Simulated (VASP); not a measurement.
# Ge (P6_3/mmc) in VASP: a series of runs

The runs below take Ge through single point, with LDA.

Everything below comes from runs of VASP 6.6.1. Logs are shortened: lines on timing, memory, paths and dates and some standing lists are left out, and cuts for length are marked.

### Step 1. The cell of the first run

Symmetry: P6_3/mmc, No. 194, hexagonal system. The conventional cell has a = 3.998 Å, b = 3.998 Å, c = 6.599 Å, α = 90.00°, β = 90.00°, γ = 120.00°. Within 3.2 Å of Ge (site symmetry 3m) lie 4 Ge at 2.45 to 2.47 Å.

This isn't the form of Ge at room conditions, which is diamond.

### Step 2. Single point, LDA

The input, INCAR:

```
SYSTEM = Ge
  ALGO = Normal
  EDIFF = 1E-6
  ENCUT = 520
  GGA = CA
  ISIF = 2
  ISMEAR = 0
  LASPH = .TRUE.
  LCHARG = .TRUE.
  LELF = .TRUE.
  LREAL = .FALSE.
  LVHAR = .TRUE.
  LWAVE = .FALSE.
  NBANDS = 36
  NELM = 100
  PREC = Accurate
  SIGMA = 0.05
```

The input, KPOINTS:

```
k-points
0
G
  12 12 6
  0 0 0
```

The input, POSCAR:

```
Ge
1.0
    3.9975858431      0.0000000000      0.0000000000
   -1.9987929216      3.4620108940      0.0000000000
    0.0000000000      0.0000000000      6.5993779500
Ge
4
Direct
    0.6666666700      0.3333333300      0.0629012500
    0.3333333300      0.6666666700      0.5629012500
    0.6666666700      0.3333333300      0.4370987500
    0.3333333300      0.6666666700      0.9370987500
```

Potentials or basis: VASP PAW LDA potentials, release 64 (Ge_d).

Launch:

```
$ cat potpaw_LDA.64/Ge_d/POTCAR > POTCAR
$ mpirun -np 1 vasp_std > vasp.out
```

OUTCAR:

```text
SYSTEM = Ge
   EDIFF = 1E-6
   ENCUT = 520
   GGA = CA
   ISIF = 2
   ISMEAR = 0
   LASPH = .TRUE.
   LREAL = .FALSE.
   NELM = 100
   PREC = Accurate

 ion  position               nearest neighbor table
   1  0.667  0.333  0.063-   4 2.45   4 2.45   4 2.45   3 2.47
   2  0.333  0.667  0.563-   3 2.45   3 2.45   3 2.45   4 2.47
   3  0.667  0.333  0.437-   2 2.45   2 2.45   2 2.45   1 2.47
   4  0.333  0.667  0.937-   1 2.45   1 2.45   1 2.45   2 2.47

  LATTYP: Found a hexagonal cell.
 ALAT       =     3.9975858431
 C/A-ratio  =     1.6508408347

  Lattice vectors:

 A1 = (   3.9975858431,   0.0000000000,   0.0000000000)
 A2 = (  -1.9987929216,   3.4620108940,   0.0000000000)
 A3 = (   0.0000000000,   0.0000000000,   6.5993779500)

Analysis of symmetry for initial positions (statically):
=====================================================================
 Subroutine PRICEL returns:
 Original cell was already a primitive cell.

 Routine SETGRP: Setting up the symmetry group for a
 hexagonal supercell.

 Subroutine GETGRP returns: Found 24 space group operations
 (whereof 12 operations were pure point group operations)
 out of a pool of 24 trial point group operations.

The static configuration has the point symmetry D_3d.
 The point group associated with its full space group is D_6h.

Analysis of symmetry for dynamics (positions and initial velocities):
=====================================================================
 Subroutine PRICEL returns:
 Original cell was already a primitive cell.

 Routine SETGRP: Setting up the symmetry group for a
 hexagonal supercell.

 Subroutine GETGRP returns: Found 24 space group operations
 (whereof 12 operations were pure point group operations)
 out of a pool of 24 trial point group operations.

The dynamic configuration has the point symmetry D_3d.
 The point group associated with its full space group is D_6h.

 Subroutine INISYM returns: Found 24 space group operations
 (whereof 12 operations are pure point group operations),
 and found     1 'primitive' translations

----------------------------------------------------------------------------------------

                                     Primitive cell

  volume of cell :      91.3333

  direct lattice vectors                    reciprocal lattice vectors
     3.997585843  0.000000000  0.000000000     0.250150976  0.144424733  0.000000000
    -1.998792922  3.462010894  0.000000000     0.000000000  0.288849467  0.000000000
     0.000000000  0.000000000  6.599377950     0.000000000  0.000000000  0.151529433

  length of vectors
     3.997585843  3.997585843  6.599377950     0.288849467  0.288849467  0.151529433

  position of ions in fractional coordinates (direct lattice)
     0.666666670  0.333333330  0.062901250
     0.333333330  0.666666670  0.562901250
     0.666666670  0.333333330  0.437098750
     0.333333330  0.666666670  0.937098750

  ion indices of the primitive-cell ions
   primitive index   ion index
                 1           1
                 2           2
                 3           3
                 4           4

----------------------------------------------------------------------------------------

 KPOINTS: k-points

Automatic generation of k-mesh.
 Grid dimensions read from file:
 generate k-points for:   12   12    6

 Generating k-lattice:

  Cartesian coordinates                     Fractional coordinates (reciprocal lattice)
     0.020845915  0.012035394  0.000000000     0.083333333  0.000000000  0.000000000
     0.000000000  0.024070789  0.000000000     0.000000000  0.083333333  0.000000000
     0.000000000  0.000000000  0.025254906     0.000000000  0.000000000  0.166666667

  Length of vectors
     0.024070789  0.024070789  0.025254906

  Shift w.r.t. Gamma in fractional coordinates (k-lattice)
     0.000000000  0.000000000  0.000000000

 Subroutine IBZKPT returns following result:
 ===========================================

 Found     76 irreducible k-points:

 Following reciprocal coordinates:
            Coordinates               Weight
  0.000000  0.000000  0.000000      1.000000
  0.083333  0.000000  0.000000      6.000000
  0.166667 -0.000000  0.000000      6.000000
  0.250000 -0.000000  0.000000      6.000000
  0.333333  0.000000  0.000000      6.000000
  0.416667  0.000000  0.000000      6.000000
[... 16 lines left out ...]
  0.250000 -0.000000  0.166667     12.000000
  0.333333  0.000000  0.166667     12.000000
 [... further k-points ...]
   k-points           NKPTS =     76   k-points in BZ     NKDIM =     76   number of bands    NBANDS=     36
   number of dos      NEDOS =    301   number of ions     NIONS =      4
   total plane-waves  NPLWV =  45000
   dimension x,y,z NGX =    30 NGY =   30 NGZ =   50
   dimension x,y,z NGXF=    60 NGYF=   60 NGZF=  100
   ions per type =               4
   NGX,Y,Z   is equivalent  to a cutoff of  12.48, 12.48, 12.60 a.u.
   NGXF,Y,Z  is equivalent  to a cutoff of  24.95, 24.95, 25.19 a.u.
 SYSTEM =  Ge
   PREC   = accura    normal or accurate (medium, high low for compatibility)
   ISTART =      0    job   : 0-new  1-cont  2-samecut
   ICHARG =      2    charge: 1-file 2-atom 10-const
   ISPIN  =      1    spin polarized calculation?
   LNONCOLLINEAR =      F non collinear calculations
   LSORBIT =      F    spin-orbit coupling
   LASPH  =      T    aspherical Exc in radial PAW
   ENCUT  =  520.0 eV  38.22 Ry    6.18 a.u.   7.43  7.43 12.27*2*pi/ulx,y,z
   NELM   =    100;   NELMIN=  2; NELMDL= -5     # of ELM steps
   EDIFF  = 0.1E-05   stopping-criterion for ELM
   LREAL  =      F    real-space projection
   EDIFFG = 0.1E-04   stopping-criterion for IOM
   NSW    =      0    number of steps for IOM
   IBRION =     -1    ionic relax: 0-MD 1-quasi-New 2-CG
   NFREE  =      0    steps in history (QN), initial steepest desc. (CG)
   ISIF   =      2    stress and relaxation
   ISYM   =      2    0-nonsym 1-usesym 2-fastsym
   POTIM  = 0.5000    time-step for ionic-motion
   TEBEG  =    0.0;   TEEND  =   0.0 temperature during run
   PSTRESS=    0.0 pullay stress
   NELECT =      56.0000    total number of electrons
   NUPDOWN=      -1.0000    fix difference up-down
   EMIN   =  10.00;   EMAX   =-10.00  energy-range for DOS
   EFERMI =   0.00;   METHOD = LEGACY
   ISMEAR =     0;   SIGMA  =   0.05  broadening in eV -4-tet -1-fermi 0-gaus
   EFERMI_NEDOS =   21; number of points for ismear=-14 and -15
   IALGO  =     38    algorithm
   IMIX   =      4    mixing-type and parameters
     AMIX     =   0.40;   BMIX     =  1.00
     AMIX_MAG =   1.60;   BMIX_MAG =  1.00
  volume/ion in A,a.u.               =      22.83       154.09
  Fermi-wavevector in a.u.,A,eV,Ry     =   1.390789  2.628209 26.317650  1.934293
  Thomas-Fermi vector in A             =   2.514690
   LORBIT       =      0    0 simple, 1 ext, 2 COOP (PROOUT), +10 PAW based schemes
   GGA     = CA    functional components
   LHFCALC =     F    Hartree Fock is set to
   AEXX    =    0.0000 exact exchange contribution
   IVDW    =     0    specifies the selected vdW correction
   LEPSILON=     F    determine dielectric tensor
   LRPA    =     F    only Hartree local field effects (RPA)
 non-spin polarized calculation
 Gauss-broadening in eV      SIGMA  =   0.05
  energy-cutoff  :      520.00
  volume of cell :       91.33
 maximum number of plane-waves:      2491
 NGX is ok and might be reduce to    30
   NGX = 15   NGY = 15   NGZ = 25

 number of electron      56.0000053 magnetization

 Free energy of the ion-electron system (eV)
  ---------------------------------------------------
  ext. energy  EPLUGINS =         0.00000000
  ---------------------------------------------------
  free energy    TOTEN  =       -20.70415160 eV

  energy without entropy =      -20.70392314  energy(sigma->0) =      -20.70403737

 E-fermi :   4.6713     XC(G=0): -10.2442

 val. band max:        4.6464189404   @ k =   0.0833   0.0000   0.0000
 cond. band min:       4.8083423207   @ k =   0.0000   0.0000   0.0000
 fundamental gap:      0.1619233803
 Fermi energy:         4.6712513599

 k-point     1 :       0.0000    0.0000    0.0000
  band No.  band energies     occupation
      1     -20.3266      2.00000
      2     -20.3266      2.00000
      3     -20.2886      2.00000
      4     -20.2886      2.00000
      5     -20.2884      2.00000
      6     -20.2753      2.00000
[... 28 lines left out ...]
     35       9.2221      0.00000
     36      10.6121      0.00000

 k-point     2 :       0.0833    0.0000    0.0000
  band No.  band energies     occupation
      1     -20.3313      2.00000
      2     -20.3281      2.00000
      3     -20.2930      2.00000
      4     -20.2912      2.00000
      5     -20.2886      2.00000
      6     -20.2694      2.00000
[... 28 lines left out ...]
     35       9.5300      0.00000
     36      11.0632      0.00000

 k-point     3 :       0.1667   -0.0000    0.0000
  band No.  band energies     occupation
      1     -20.3393      2.00000
      2     -20.3312      2.00000
      3     -20.3017      2.00000
      4     -20.2967      2.00000
      5     -20.2877      2.00000
      6     -20.2604      2.00000
[... 28 lines left out ...]
     35      10.3313      0.00000
     36      10.4490      0.00000

 k-point     4 :       0.2500   -0.0000    0.0000
  band No.  band energies     occupation
      1     -20.3447      2.00000
      2     -20.3339      2.00000
      3     -20.3108      2.00000
      4     -20.3024      2.00000
      5     -20.2839      2.00000
      6     -20.2533      2.00000
[... 28 lines left out ...]
     35      10.9793      0.00000
     36      11.4178      0.00000

 k-point     5 :       0.3333    0.0000    0.0000
  band No.  band energies     occupation
      1     -20.3458      2.00000
      2     -20.3355      2.00000
      3     -20.3196      2.00000
      4     -20.3067      2.00000
      5     -20.2768      2.00000
      6     -20.2487      2.00000
[... 655 lines left out ...]
 k-point    22 :       0.1667   -0.0000    0.1667
  band No.  band energies     occupation
      1     -20.3366      2.00000
      2     -20.3294      2.00000
      3     -20.3002      2.00000
      4     -20.3001      2.00000
      5     -20.2909      2.00000
      6     -20.2614      2.00000
[... 28 lines left out ...]
     35      10.1205      0.00000
     36      10.8711      0.00000

 k-point    23 :       0.2500   -0.0000    0.1667
  band No.  band energies     occupation
      1     -20.3416      2.00000
      2     -20.3322      2.00000
      3     -20.3087      2.00000
      4     -20.3052      2.00000
      5     -20.2872      2.00000
      6     -20.2543      2.00000
[... 28 lines left out ...]
     35      10.8642      0.00000
     36      11.1708      0.00000

 k-point    24 :       0.3333    0.0000    0.1667
  band No.  band energies     occupation
      1     -20.3425      2.00000
      2     -20.3338      2.00000
      3     -20.3169      2.00000
      4     -20.3091      2.00000
      5     -20.2799      2.00000
      6     -20.2493      2.00000
[... 28 lines left out ...]
     35      11.6124      0.00000
     36      12.2658      0.00000

 [... further k-points ...]
[... 5 lines left out ...]
  --------------------------------------------------------------------------------------
  -------------------------------------------------------------------------------------
  Total       -1.0215264     -1.0215264     -1.0650544      0.0000000      0.0000000      0.0000000
  in kB      -17.9197092    -17.9197092    -18.6832815      0.0000000      0.0000000      0.0000000
  external PRESSURE =     -18.1742333 kB  Pullay stress =       0.0000000 kB

 VOLUME and BASIS-vectors are now :
 -----------------------------------------------------------------------------
  energy-cutoff  :      520.00
  volume of cell :       91.33
      direct lattice vectors                 reciprocal lattice vectors
     3.997585843  0.000000000  0.000000000     0.250150976  0.144424733  0.000000000
    -1.998792922  3.462010894  0.000000000     0.000000000  0.288849467  0.000000000
     0.000000000  0.000000000  6.599377950     0.000000000  0.000000000  0.151529433

 POSITION                                       TOTAL-FORCE (eV/Angst)
 -----------------------------------------------------------------------------------
      1.99879      1.15400      0.41511         0.000000     -0.000000     -0.006797
     -0.00000      2.30801      3.71480        -0.000000     -0.000000     -0.006797
      1.99879      1.15400      2.88458         0.000000      0.000000      0.006797
     -0.00000      2.30801      6.18427        -0.000000     -0.000000      0.006797
 -----------------------------------------------------------------------------------
    total drift:                               -0.000014      0.000008     -0.000003

  FREE ENERGIE OF THE ION-ELECTRON SYSTEM (eV)
  ---------------------------------------------------
  free  energy   TOTEN  =       -20.7041516013 eV

  energy  without entropy=      -20.7039231445  energy(sigma->0) =      -20.70403737
```

It took 3.4 min on 1 thread of Intel Xeon Platinum 8488C (Sapphire Rapids), shared host; peak memory 0.28 GiB.

Results:

- Free energy: -20.7042 eV
- Pressure: -1.8 GPa
- Largest force: 0.007 eV/Å
- Band gap on the k mesh: zero (bands 28 and 29 overlap by 0.01 eV)

Forces in eV/Å, atoms in the order of the input:
```
Ge   0.000  0.000 -0.007
Ge   0.000  0.000 -0.007
Ge   0.000  0.000  0.007
Ge   0.000  0.000  0.007
```

Caveat: semilocal functionals underestimate gaps, and a narrow one can read as zero.

### Step 3. Single point, LDA

This run uses another cell than the first one, of 19.41 Å³/atom.

The input, INCAR:

```
PREC = Accurate
ENCUT = 520
EDIFF = 1E-6
ISMEAR = 0
SIGMA = 0.05
LREAL = F
LASPH = T
NELM = 100
ALGO = Normal
ISIF = 2
LWAVE = F
LCHARG = F
GGA = CA
NBANDS = 36
```

The input, KPOINTS:

```
regular mesh
0
Gamma
  12 12 6
```

The input, POSCAR:

```
Ge
1.0
    3.7867860946      0.0000000000      0.0000000000
   -1.8933930473      3.2794529567      0.0000000000
    0.0000000000      0.0000000000      6.2513811172
Ge
4
Direct
    0.6666666700      0.3333333300      0.0629012500
    0.3333333300      0.6666666700      0.5629012500
    0.6666666700      0.3333333300      0.4370987500
    0.3333333300      0.6666666700      0.9370987500
```

Potentials or basis: VASP PAW LDA potentials, release 64 (Ge_d).

Launch:

```
$ cat potpaw_LDA.64/Ge_d/POTCAR > POTCAR
$ mpirun -np 1 vasp_std > vasp.out
```

OUTCAR:

```text
PREC = Accurate
   ENCUT = 520
   EDIFF = 1E-6
   ISMEAR = 0
   LREAL = F
   LASPH = T
   NELM = 100
   ISIF = 2
   GGA = CA

 ion  position               nearest neighbor table
   1  0.667  0.333  0.063-   4 2.32   4 2.32   4 2.32   3 2.34
   2  0.333  0.667  0.563-   3 2.32   3 2.32   3 2.32   4 2.34
   3  0.667  0.333  0.437-   2 2.32   2 2.32   2 2.32   1 2.34
   4  0.333  0.667  0.937-   1 2.32   1 2.32   1 2.32   2 2.34

  LATTYP: Found a hexagonal cell.
 ALAT       =     3.7867860946
[... 1128 lines left out ...]
     35      14.1502      0.00000
     36      14.7257      0.00000

 [... further k-points ...]
[... 5 lines left out ...]
  --------------------------------------------------------------------------------------
  -------------------------------------------------------------------------------------
  Total        6.4705993      6.4705993      6.5293408      0.0000000      0.0000000      0.0000000
  in kB      133.5386352    133.5386352    134.7509270      0.0000000      0.0000000      0.0000000
  external PRESSURE =     133.9427325 kB  Pullay stress =       0.0000000 kB

 VOLUME and BASIS-vectors are now :
 -----------------------------------------------------------------------------
  energy-cutoff  :      520.00
  volume of cell :       77.63
      direct lattice vectors                 reciprocal lattice vectors
     3.786786095  0.000000000  0.000000000     0.264076178  0.152464453  0.000000000
    -1.893393047  3.279452957  0.000000000     0.000000000  0.304928905  0.000000000
     0.000000000  0.000000000  6.251381117     0.000000000  0.000000000  0.159964651

 POSITION                                       TOTAL-FORCE (eV/Angst)
 -----------------------------------------------------------------------------------
      1.89339      1.09315      0.39322         0.000000      0.000000      0.064808
     -0.00000      2.18630      3.51891        -0.000000      0.000000      0.064808
      1.89339      1.09315      2.73247         0.000000      0.000000     -0.064808
     -0.00000      2.18630      5.85816        -0.000000      0.000000     -0.064808
 -----------------------------------------------------------------------------------
    total drift:                               -0.000013      0.000007     -0.000003

  FREE ENERGIE OF THE ION-ELECTRON SYSTEM (eV)
  ---------------------------------------------------
  free  energy   TOTEN  =       -20.3020673808 eV

  energy  without entropy=      -20.3019483731  energy(sigma->0) =      -20.30200788
```

Run time: 2.4 min. Hardware: 1 thread of Intel Xeon Platinum 8488C (Sapphire Rapids), shared host; peak memory 0.26 GiB.

Results:

* Free energy: -20.3021 eV
* Pressure: 13.4 GPa
* Largest force: 0.065 eV/Å
* Band gap on the k mesh: 0.09 eV (least direct gap 0.11 eV)

Forces on the atoms (eV/Å):
```
Ge   0.000  0.000  0.065
Ge   0.000  0.000  0.065
Ge   0.000  0.000 -0.065
Ge   0.000  0.000 -0.065
```

Stress tensor (GPa, compression positive):
```
13.35  0.00  0.00
 0.00 13.35  0.00
 0.00  0.00 13.48
```

Caveat: the cell stands under pressure.

The gap in the log of VASP goes by the Fermi energy; the results here count the filled bands.